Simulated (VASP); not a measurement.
# Re (Fd-3m) in VASP: relaxation of cell and atoms with PBEsol

Aim: the relaxation of cell and atoms of Re with PBEsol.

All numbers are computed with VASP 6.6.1; they aren't measurements. Logs are shortened: lines on timing, memory, paths and dates and some standing lists are left out, and cuts for length are marked.

## (1) The cell of the first run

The structure is cubic, space group Fd-3m (No. 227). The conventional cell has a = 5.350 Å, b = 5.350 Å, c = 5.350 Å, α = 90.00°, β = 90.00°, γ = 90.00°. Re (site symmetry -43m) has 4 Re at 2.32 Å within 3.1 Å.

This isn't the form of Re at room conditions, which is hcp.

## (2) Relaxation of cell and atoms, PBEsol

The input, INCAR:

```
SYSTEM = Re
  ALGO = Normal
  EDIFF = 1E-7
  EDIFFG = -0.02
  ENCUT = 560
  GGA = PS
  GGA_COMPAT = .FALSE.
  IBRION = 2
  ISIF = 3
  ISMEAR = -1
  LASPH = .TRUE.
  LCHARG = .FALSE.
  LREAL = .FALSE.
  LWAVE = .FALSE.
  NELM = 120
  NELMIN = 4
  NSW = 80
  PREC = Accurate
  SIGMA = 0.1
```

The input, KPOINTS:

```
k-points
0
G
  13 13 13
  0 0 0
```

The input, POSCAR:

```
Re
1.0
    0.0000000000      2.6750000000      2.6750000000
    2.6750000000      0.0000000000      2.6750000000
    2.6750000000      2.6750000000      0.0000000000
Re
2
Direct
    0.0000000000      0.0000000000      0.0000000000
    0.2500000000      0.2500000000      0.2500000000
```

Potentials or basis: VASP PAW PBE potentials, release 64 (Re_sv_GW).

Run with:

```console
> cat potpaw_PBE.64/Re_sv_GW/POTCAR > POTCAR
> mpirun -np 1 vasp_std > vasp.out
```

OUTCAR:

```text
SYSTEM = Re
   EDIFF = 1E-7
   EDIFFG = -0.02
   ENCUT = 560
   GGA = PS
   IBRION = 2
   ISIF = 3
   ISMEAR = -1
   LASPH = .TRUE.
   LREAL = .FALSE.
   NELM = 120
   NELMIN = 4
   NSW = 80
   PREC = Accurate

 ion  position               nearest neighbor table
   1  0.000  0.000  0.000-   2 2.32   2 2.32   2 2.32   2 2.32
   2  0.250  0.250  0.250-   1 2.32   1 2.32   1 2.32   1 2.32

  LATTYP: Found a face centered cubic cell.
 ALAT       =     5.3500000000

  Lattice vectors:

 A1 = (   0.0000000000,   2.6750000000,   2.6750000000)
 A2 = (   2.6750000000,   0.0000000000,   2.6750000000)
 A3 = (   2.6750000000,   2.6750000000,   0.0000000000)

Analysis of symmetry for initial positions (statically):
=====================================================================
 Subroutine PRICEL returns:
 Original cell was already a primitive cell.

 Routine SETGRP: Setting up the symmetry group for a
 face centered cubic supercell.

 Subroutine GETGRP returns: Found 48 space group operations
 (whereof 24 operations were pure point group operations)
 out of a pool of 48 trial point group operations.

The static configuration has the point symmetry T_d .
 The point group associated with its full space group is O_h .

Analysis of symmetry for dynamics (positions and initial velocities):
=====================================================================
 Subroutine PRICEL returns:
 Original cell was already a primitive cell.

 Routine SETGRP: Setting up the symmetry group for a
 face centered cubic supercell.

 Subroutine GETGRP returns: Found 48 space group operations
 (whereof 24 operations were pure point group operations)
 out of a pool of 48 trial point group operations.

The dynamic configuration has the point symmetry T_d .
 The point group associated with its full space group is O_h .

 Subroutine INISYM returns: Found 48 space group operations
 (whereof 24 operations are pure point group operations),
 and found     1 'primitive' translations

----------------------------------------------------------------------------------------

                                     Primitive cell

  volume of cell :      38.2826

  direct lattice vectors                    reciprocal lattice vectors
     0.000000000  2.675000000  2.675000000    -0.186915888  0.186915888  0.186915888
     2.675000000  0.000000000  2.675000000     0.186915888 -0.186915888  0.186915888
     2.675000000  2.675000000  0.000000000     0.186915888  0.186915888 -0.186915888

  length of vectors
     3.783021279  3.783021279  3.783021279     0.323747814  0.323747814  0.323747814

  position of ions in fractional coordinates (direct lattice)
     0.000000000  0.000000000  0.000000000
     0.250000000  0.250000000  0.250000000

  ion indices of the primitive-cell ions
   primitive index   ion index
                 1           1
                 2           2

----------------------------------------------------------------------------------------

 KPOINTS: k-points

Automatic generation of k-mesh.
 Grid dimensions read from file:
 generate k-points for:   13   13   13

 Generating k-lattice:

  Cartesian coordinates                     Fractional coordinates (reciprocal lattice)
    -0.014378145  0.014378145  0.014378145     0.076923077  0.000000000  0.000000000
     0.014378145 -0.014378145  0.014378145     0.000000000  0.076923077  0.000000000
     0.014378145  0.014378145 -0.014378145     0.000000000  0.000000000  0.076923077

  Length of vectors
     0.024903678  0.024903678  0.024903678

  Shift w.r.t. Gamma in fractional coordinates (k-lattice)
     0.000000000  0.000000000  0.000000000

 Subroutine IBZKPT returns following result:
 ===========================================

 Found     84 irreducible k-points:

 Following reciprocal coordinates:
            Coordinates               Weight
  0.000000  0.000000  0.000000      1.000000
  0.076923  0.000000  0.000000      8.000000
  0.153846  0.000000  0.000000      8.000000
  0.230769  0.000000  0.000000      8.000000
  0.307692  0.000000  0.000000      8.000000
  0.384615  0.000000  0.000000      8.000000
[... 16 lines left out ...]
  0.384615  0.153846  0.000000     24.000000
  0.461538  0.153846  0.000000     24.000000
 [... further k-points ...]
   k-points           NKPTS =     84   k-points in BZ     NKDIM =     84   number of bands    NBANDS=     19
   number of dos      NEDOS =    301   number of ions     NIONS =      2
   total plane-waves  NPLWV =  27000
   dimension x,y,z NGX =    30 NGY =   30 NGZ =   30
   dimension x,y,z NGXF=    60 NGYF=   60 NGZF=   60
   ions per type =               2
   NGX,Y,Z   is equivalent  to a cutoff of  13.18, 13.18, 13.18 a.u.
   NGXF,Y,Z  is equivalent  to a cutoff of  26.37, 26.37, 26.37 a.u.
 SYSTEM =  Re
   PREC   = accura    normal or accurate (medium, high low for compatibility)
   ISTART =      0    job   : 0-new  1-cont  2-samecut
   ICHARG =      2    charge: 1-file 2-atom 10-const
   ISPIN  =      1    spin polarized calculation?
   LNONCOLLINEAR =      F non collinear calculations
   LSORBIT =      F    spin-orbit coupling
   LASPH  =      T    aspherical Exc in radial PAW
   ENCUT  =  560.0 eV  41.16 Ry    6.42 a.u.   7.30  7.30  7.30*2*pi/ulx,y,z
   NELM   =    120;   NELMIN=  4; NELMDL= -5     # of ELM steps
   EDIFF  = 0.1E-06   stopping-criterion for ELM
   LREAL  =      F    real-space projection
   EDIFFG = -.2E-01   stopping-criterion for IOM
   NSW    =     80    number of steps for IOM
   IBRION =      2    ionic relax: 0-MD 1-quasi-New 2-CG
   NFREE  =      1    steps in history (QN), initial steepest desc. (CG)
   ISIF   =      3    stress and relaxation
   ISYM   =      2    0-nonsym 1-usesym 2-fastsym
   POTIM  = 0.5000    time-step for ionic-motion
   TEBEG  =    0.0;   TEEND  =   0.0 temperature during run
   PSTRESS=    0.0 pullay stress
   NELECT =      30.0000    total number of electrons
   NUPDOWN=      -1.0000    fix difference up-down
   EMIN   =  10.00;   EMAX   =-10.00  energy-range for DOS
   EFERMI =   0.00;   METHOD = LEGACY
   ISMEAR =    -1;   SIGMA  =   0.10  broadening in eV -4-tet -1-fermi 0-gaus
   EFERMI_NEDOS =   21; number of points for ismear=-14 and -15
   IALGO  =     38    algorithm
   IMIX   =      4    mixing-type and parameters
     AMIX     =   0.40;   BMIX     =  1.00
     AMIX_MAG =   1.60;   BMIX_MAG =  1.00
  volume/ion in A,a.u.               =      19.14       129.17
  Fermi-wavevector in a.u.,A,eV,Ry     =   1.509320  2.852202 30.994729  2.278048
  Thomas-Fermi vector in A             =   2.619658
   LORBIT       =      0    0 simple, 1 ext, 2 COOP (PROOUT), +10 PAW based schemes
   GGA     = PS    functional components
   LHFCALC =     F    Hartree Fock is set to
   AEXX    =    0.0000 exact exchange contribution
   IVDW    =     0    specifies the selected vdW correction
   LEPSILON=     F    determine dielectric tensor
   LRPA    =     F    only Hartree local field effects (RPA)
 conjugate gradient relaxation of ions
 non-spin polarized calculation
  energy-cutoff  :      560.00
  volume of cell :       38.28
 maximum number of plane-waves:      1185
 NGX is ok and might be reduce to    30
   NGX = 15   NGY = 15   NGZ = 15

--------------------------------------- Ionic step        1  -------------------------------------------

 number of electron      29.9999999 magnetization

 Free energy of the ion-electron system (eV)
  ---------------------------------------------------
  ext. energy  EPLUGINS =         0.00000000
  ---------------------------------------------------
  free energy    TOTEN  =       -26.02226214 eV

  energy without entropy =      -25.98112665  energy(sigma->0) =      -26.00169440

------------------------ aborting loop because EDIFF is reached ----------------------------------------

  FORCE on cell =-STRESS in cart. coord.  units (eV):
  Direction    XX          YY          ZZ          XY          YZ          ZX
  --------------------------------------------------------------------------------------
  -------------------------------------------------------------------------------------
  Total        7.4916599      7.4916599      7.4916599      0.0000000      0.0000000      0.0000000
  in kB      313.5359049    313.5359049    313.5359049      0.0000000      0.0000000      0.0000000
  external PRESSURE =     313.5359049 kB  Pullay stress =       0.0000000 kB

 VOLUME and BASIS-vectors are now :
 -----------------------------------------------------------------------------
  energy-cutoff  :      560.00
  volume of cell :       38.28
      direct lattice vectors                 reciprocal lattice vectors
     0.000000000  2.675000000  2.675000000    -0.186915888  0.186915888  0.186915888
     2.675000000  0.000000000  2.675000000     0.186915888 -0.186915888  0.186915888
     2.675000000  2.675000000  0.000000000     0.186915888  0.186915888 -0.186915888

 POSITION                                       TOTAL-FORCE (eV/Angst)
 -----------------------------------------------------------------------------------
      0.00000      0.00000      0.00000        -0.000000      0.000000      0.000000
      1.33750      1.33750      1.33750         0.000000     -0.000000     -0.000000
 -----------------------------------------------------------------------------------
    total drift:                                0.000000     -0.000000      0.000000

  FREE ENERGIE OF THE ION-ELECTRON SYSTEM (eV)
  ---------------------------------------------------
  free  energy   TOTEN  =       -26.0222621423 eV

  energy  without entropy=      -25.9811266494  energy(sigma->0) =      -26.00169440

--------------------------------------- Ionic step        2  -------------------------------------------

 number of electron      29.9999996 magnetization

 E-fermi :   3.3335     XC(G=0):  -9.8351

 val. band max:        3.3242721535   @ k =  -0.3077   0.3077   0.0000
 cond. band min:       3.3422403937   @ k =  -0.4615   0.4615   0.0000
 fundamental gap:      0.0179682403
 Fermi energy:         3.3334856512

 k-point     1 :       0.0000    0.0000    0.0000
  band No.  band energies     occupation
      1     -76.4949      2.00000
      2     -76.4130      2.00000
      3     -38.3768      2.00000
      4     -38.3768      2.00000
      5     -38.3768      2.00000
      6     -38.0377      2.00000
[... 11 lines left out ...]
     18       5.7554      0.00000
     19       5.7554      0.00000
[... 600 lines left out ...]
 POSITION                                       TOTAL-FORCE (eV/Angst)
 -----------------------------------------------------------------------------------
      0.00000      0.00000      0.00000         0.000000     -0.000000      0.000000
      1.39524      1.39524      1.39524        -0.000000      0.000000     -0.000000
 -----------------------------------------------------------------------------------
    total drift:                                0.000000     -0.000000      0.000000

  FREE ENERGIE OF THE ION-ELECTRON SYSTEM (eV)
  ---------------------------------------------------
  free  energy   TOTEN  =       -26.4692710030 eV

  energy  without entropy=      -26.4247917083  energy(sigma->0) =      -26.44703136

--------------------------------------- Ionic step        5  -------------------------------------------

 number of electron      29.9999995 magnetization

 Free energy of the ion-electron system (eV)
  ---------------------------------------------------
  ext. energy  EPLUGINS =         0.00000000
  ---------------------------------------------------
  free energy    TOTEN  =       -26.46943577 eV

  energy without entropy =      -26.42503129  energy(sigma->0) =      -26.44723353

 E-fermi :   7.0850     XC(G=0): -11.6876

 val. band max:        7.0440636319   @ k =   0.1538   0.0769   0.0000
 cond. band min:       7.0860692642   @ k =  -0.3846   0.2308   0.0769
 fundamental gap:      0.0420056324
 Fermi energy:         7.0850347950

 k-point     1 :       0.0000    0.0000    0.0000
  band No.  band energies     occupation
      1     -72.5116      2.00000
      2     -72.1329      2.00000
      3     -34.7070      2.00000
      4     -34.7070      2.00000
      5     -34.7070      2.00000
      6     -33.6722      2.00000
[... 11 lines left out ...]
     18      11.4198      0.00000
     19      11.4198      0.00000
[... 528 lines left out ...]
 POSITION                                       TOTAL-FORCE (eV/Angst)
 -----------------------------------------------------------------------------------
      0.00000      0.00000      0.00000         0.000000      0.000000      0.000000
      1.39408      1.39408      1.39408        -0.000000     -0.000000     -0.000000
 -----------------------------------------------------------------------------------
    total drift:                                0.000000     -0.000000      0.000000

  FREE ENERGIE OF THE ION-ELECTRON SYSTEM (eV)
  ---------------------------------------------------
  free  energy   TOTEN  =       -26.4694357664 eV

  energy  without entropy=      -26.4250312934  energy(sigma->0) =      -26.44723353

 reached required accuracy - stopping structural energy minimisation
```

Wall time 23 min (1 thread of AMD EPYC, shared host); peak memory 0.19 GiB.

What came out:

```yaml
Free_energy: -26.4694 eV
Relaxed_volume: 21.67 Å³/atom
Relaxed_cell: a = 3.943 Å, b = 3.943 Å, c = 3.943 Å, α = 60.00°, β = 60.00°, γ = 60.00°
Space_group_after_relaxing_to_0.1_Å: Fd-3m (No. 227)
Pressure_after_relaxing: 0.0 GPa
Band_gap_on_the_k_mesh: zero (bands 15 and 16 overlap by 1.17 eV)
```

Final structure:
```xyz
2
Lattice="0.0000 2.7882 2.7882 2.7882 0.0000 2.7882 2.7882 2.7882 0.0000" Properties=species:S:1:pos:R:3 pbc="T T T"
Re    0.0000    0.0000    0.0000
Re    1.3941    1.3941    1.3941
```

Caveat: the PAW data sets were made with another functional, which shifts forces and pressure a little; spin-orbit coupling is left out, which moves the levels of the heavy elements.

The gap in the log of VASP goes by the Fermi energy; the results here count the filled bands.